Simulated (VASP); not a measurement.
# NaAl16 in VASP: a series of runs, part 2 of 2

VASP 6.6.1. The steps go on from the part before.

## Step 3: Single point, PBE

The input, INCAR:

```
SYSTEM = NaAl16
ALGO     = Normal         ! electronic algorithm
EDIFF    = 1E-6           ! SCF threshold, eV
ENCUT    = 520            ! plane-wave cutoff, eV
GGA      = PE             ! functional
ISIF     = 2              ! what is computed and relaxed
ISMEAR   = 0              ! smearing method
LASPH    = .True.         ! aspherical terms in the spheres
LCHARG   = .True.         ! write CHGCAR
LELF     = .True.         ! ELF
LREAL    = Auto         
LVHAR    = .True.       
LWAVE    = .False.        ! write WAVECAR
NBANDS   = 42             ! bands
NELM     = 80             ! most SCF steps
PREC     = Accurate       ! precision mode
SIGMA    = 0.15           ! smearing width, eV
```

The input, KPOINTS:

```
k-points
0
Gamma
  3 4 1
  0 0 0
```

The input, POSCAR:

```
NaAl16
1.0
    8.1000000000      0.0000000000      0.0000000000
    0.0000000000      5.7275650000      0.0000000000
    0.0000000000      0.0000000000     17.2956740000
Al Na
16 1
Direct
    0.2500000000      0.2499999564      0.0578179260
    0.7500000000      0.2499999564      0.0578179260
    0.2500000000      0.7500000436      0.0578179260
    0.7500000000      0.7500000436      0.0578179260
   -0.0014524691      0.0002870330      0.1336826770
    0.5014460494      0.0002910486      0.1336735417
   -0.0014913580      0.4997298154      0.1336982878
    0.5014845679      0.4997249267      0.1336903667
    0.2499498765      0.2501352669      0.2213722923
    0.7500120988      0.2499112625      0.2223227034
    0.2499577778      0.7499541254      0.2214111459
    0.7500075309      0.7499750767      0.2206337839
    0.0026439506      0.0020891950      0.2985322226
    0.4973041975      0.0021239392      0.2984812272
    0.0024318519      0.4979871900      0.2985972677
    0.4975166667      0.4979536679      0.2985477178
    0.7495439506      0.7515874547      0.4107981568
```

Potentials or basis: VASP PAW PBE potentials, release 64 (Al, Na_pv).

Started as:

```console
$ cat potpaw_PBE.64/Al/POTCAR potpaw_PBE.64/Na_pv/POTCAR > POTCAR
$ mpirun -np 1 vasp_std > vasp.out
```

OUTCAR:

```text
SYSTEM = NaAl16
   EDIFF = 1E-6
   ENCUT = 520
   GGA = PE
   ISIF = 2
   ISMEAR = 0
   LASPH = .True.
   LREAL = Auto
   NELM = 80
   PREC = Accurate

 ion  position               nearest neighbor table
   1  0.250  0.250  0.058-   6 2.81   5 2.81   8 2.81   7 2.81   9 2.83   3 2.86   3 2.86
   2  0.750  0.250  0.058-   8 2.80   7 2.80   6 2.80   5 2.80  10 2.85   4 2.86   4 2.86
   3  0.250  0.750  0.058-   6 2.82   5 2.82   8 2.82   7 2.82  11 2.83   1 2.86   1 2.86
   4  0.750  0.750  0.058-   8 2.80   7 2.80   6 2.80   5 2.80  12 2.82   2 2.86   2 2.86
   5  0.999  0.000  0.134-   2 2.80   4 2.80   1 2.81   3 2.82  13 2.85   7 2.86   7 2.87  12 2.89
                            10 2.91   9 2.91  11 2.92
   6  0.501  0.000  0.134-   2 2.80   4 2.80   1 2.81   3 2.82  14 2.85   8 2.86   8 2.87  12 2.89
                            10 2.91   9 2.92  11 2.92
   7  0.999  0.500  0.134-   2 2.80   4 2.80   1 2.81   3 2.82  15 2.85   5 2.86   5 2.87  12 2.89
                            10 2.91   9 2.91  11 2.92
   8  0.501  0.500  0.134-   2 2.80   4 2.80   1 2.81   3 2.82  16 2.85   6 2.86   6 2.87  12 2.89
                            10 2.91   9 2.91  11 2.92
   9  0.250  0.250  0.221-  14 2.79  13 2.80  16 2.80  15 2.80   1 2.83  11 2.86  11 2.86   7 2.91
                             8 2.91   5 2.91   6 2.92
  10  0.750  0.250  0.222-  14 2.82  16 2.82  13 2.82  15 2.82   2 2.85  12 2.86  12 2.86   5 2.91
                             7 2.91   6 2.91   8 2.91
  11  0.250  0.750  0.221-  14 2.81  13 2.81  16 2.81  15 2.81   3 2.83   9 2.86   9 2.86   7 2.92
                             5 2.92   8 2.92   6 2.92
  12  0.750  0.750  0.221-   4 2.82  15 2.84  16 2.84  13 2.84  14 2.84  10 2.86  10 2.86   7 2.89
                             8 2.89   5 2.89   6 2.89
  13  0.003  0.002  0.299-   9 2.80  11 2.81  10 2.82  15 2.84  12 2.84   5 2.85  15 2.89
  14  0.497  0.002  0.298-   9 2.79  11 2.81  10 2.82  16 2.84  12 2.84   6 2.85  16 2.89
  15  0.002  0.498  0.299-   9 2.80  11 2.81  10 2.82  13 2.84  12 2.84   7 2.85  13 2.89
  16  0.498  0.498  0.299-   9 2.80  11 2.81  10 2.82  14 2.84  12 2.84   8 2.85  14 2.89
  17  0.750  0.752  0.411-

  LATTYP: Found a simple orthorhombic cell.
 ALAT       =     5.7275650000
 B/A-ratio  =     1.4142135445
 C/A-ratio  =     3.0197254854

  Lattice vectors:
[... 171 lines left out ...]
   IVDW    =     0    specifies the selected vdW correction
   LEPSILON=     F    determine dielectric tensor
   LRPA    =     F    only Hartree local field effects (RPA)
 non-spin polarized calculation
 Gauss-broadening in eV      SIGMA  =   0.15
  energy-cutoff  :      520.00
  volume of cell :      802.40
 maximum number of plane-waves:     21630
   NGX = 31   NGY = 21   NGZ = 65

 number of electron      54.9999993 magnetization

 Free energy of the ion-electron system (eV)
  ---------------------------------------------------
  ext. energy  EPLUGINS =         0.00000000
  ---------------------------------------------------
  free energy    TOTEN  =       -56.25381640 eV

  energy without entropy =      -56.11452642  energy(sigma->0) =      -56.18417141

 E-fermi :   0.5555     XC(G=0):  -4.7565

 val. band max:        0.4676203142   @ k =   0.3333   0.0000   0.0000
 cond. band min:       0.5592418163   @ k =   0.0000   0.2500   0.0000
 fundamental gap:      0.0916215021
 Fermi energy:         0.5555479692

 k-point     1 :       0.0000    0.0000    0.0000
  band No.  band energies     occupation
      1     -24.7907      2.00000
      2     -24.7785      2.00000
      3     -24.7574      2.00000
      4      -9.7065      2.00000
      5      -7.5073      2.00000
      6      -7.4902      2.00000
[... 283 lines left out ...]
     38       3.0614      0.00000
     39       3.2635      0.00000
 [bands above 39 left out]

------------------------ aborting loop because EDIFF is reached ----------------------------------------

  FORCE on cell =-STRESS in cart. coord.  units (eV):
  Direction    XX          YY          ZZ          XY          YZ          ZX
  --------------------------------------------------------------------------------------
  -------------------------------------------------------------------------------------
  Total       -5.8948145     -7.7532239     -0.0721924      0.0001085     -0.0064430      0.0081439
  in kB      -11.7703179    -15.4810485     -0.1441484      0.0002166     -0.0128648      0.0162611
  external PRESSURE =      -9.1318383 kB  Pullay stress =       0.0000000 kB

 VOLUME and BASIS-vectors are now :
 -----------------------------------------------------------------------------
  energy-cutoff  :      520.00
  volume of cell :      802.40
      direct lattice vectors                 reciprocal lattice vectors
     8.100000000  0.000000000  0.000000000     0.123456790  0.000000000  0.000000000
     0.000000000  5.727565000  0.000000000     0.000000000  0.174594265  0.000000000
     0.000000000  0.000000000 17.295674000     0.000000000  0.000000000  0.057817926

 POSITION                                       TOTAL-FORCE (eV/Angst)
 -----------------------------------------------------------------------------------
      2.02500      1.43189      1.00000        -0.000370      0.000642      0.054653
      6.07500      1.43189      1.00000         0.000227     -0.000075     -0.012310
      2.02500      4.29567      1.00000        -0.000248     -0.000358      0.037100
      6.07500      4.29567      1.00000         0.000143      0.000190     -0.091429
      8.08824      0.00164      2.31213         0.003371     -0.000421      0.000290
      4.06171      0.00167      2.31197        -0.003210     -0.000469      0.000115
[... 9 lines left out ...]
      4.02989      2.85206      5.16358         0.003631     -0.001940     -0.001007
      6.07131      4.30477      7.10503         0.003107     -0.002325      0.007256
 -----------------------------------------------------------------------------------
    total drift:                                0.000283     -0.000409      0.003840

  FREE ENERGIE OF THE ION-ELECTRON SYSTEM (eV)
  ---------------------------------------------------
  free  energy   TOTEN  =       -56.2538163961 eV

  energy  without entropy=      -56.1145264176  energy(sigma->0) =      -56.18417141
```

OSZICAR:

```text
N       E                     dE             d eps       ncg     rms          rms(c)
DAV:   1     0.178283437810E+03    0.17828E+03   -0.17738E+04   644   0.931E+02
DAV:   2    -0.462990397901E+02   -0.22458E+03   -0.21513E+03   732   0.168E+02
DAV:   3    -0.597412297676E+02   -0.13442E+02   -0.13050E+02   744   0.413E+01
[... 14 lines left out ...]
DAV:  18    -0.562537898137E+02   -0.50951E-04   -0.34272E-06   582   0.536E-03    0.111E-03
DAV:  19    -0.562538086290E+02   -0.18815E-04   -0.20760E-06   520   0.318E-03    0.572E-04
DAV:  20    -0.562538126581E+02   -0.40291E-05   -0.69223E-07   552   0.204E-03    0.380E-04
DAV:  21    -0.562538154513E+02   -0.27932E-05   -0.62594E-07   528   0.160E-03    0.206E-04
DAV:  22    -0.562538163961E+02   -0.94476E-06   -0.12972E-07   488   0.110E-03
   1 F= -.56253816E+02 E0= -.56184171E+02  d E =-.139290E+00
```

stdout:

```text
POSCAR found type information on POSCAR AlNa
 POSCAR found :  2 types and      17 ions
 scaLAPACK will be used
 LDA part: xc-table for (Slater+PW92), standard interpolation
 POSCAR, INCAR and KPOINTS ok, starting setup
 FFT: planning ... GRIDC
 FFT: planning ... GRID_SOFT
 FFT: planning ... GRID
 WAVECAR not read
 entering main loop
```

It took 16 min on 1 thread of Oxide Virtual Turin-like, shared host; peak memory 0.76 GiB.

What came out:

| Property | Result |
| --- | --- |
| Free energy | -56.2538 eV |
| Largest force | 0.091 eV/Å |
| Band gap on the k mesh | zero (an odd number of electrons rules out a gap without spin polarisation) |

Forces on the atoms (eV/Å):
```
Al   0.000  0.001  0.055
Al   0.000  0.000 -0.012
Al   0.000  0.000  0.037
Al   0.000  0.000 -0.091
Al   0.003  0.000  0.000
Al  -0.003  0.000  0.000
Al   0.004  0.000  0.000
Al  -0.004  0.000  0.000
Al   0.000  0.000  0.006
Al   0.000  0.000  0.002
Al   0.000  0.000  0.003
Al   0.000  0.001 -0.004
Al  -0.006  0.002 -0.001
Al   0.005  0.002 -0.001
Al  -0.005 -0.001  0.000
Al   0.004 -0.002 -0.001
Na   0.003 -0.002  0.007
```

Levels at points of the mesh, in eV from the Fermi level:
```
           k point  band 25  band 26  band 27  band 28  band 29  band 30
(0.00, 0.00, 0.00)    -0.90    -0.89    -0.65    -0.28    -0.14     0.07
(0.00, 0.50, 0.00)    -0.86    -0.17    -0.12     0.53     0.55     1.10
```

Caveat: there is no dipole correction, which matters where the two faces differ.

The gap in the log of VASP goes by the Fermi energy; the results here count the filled bands.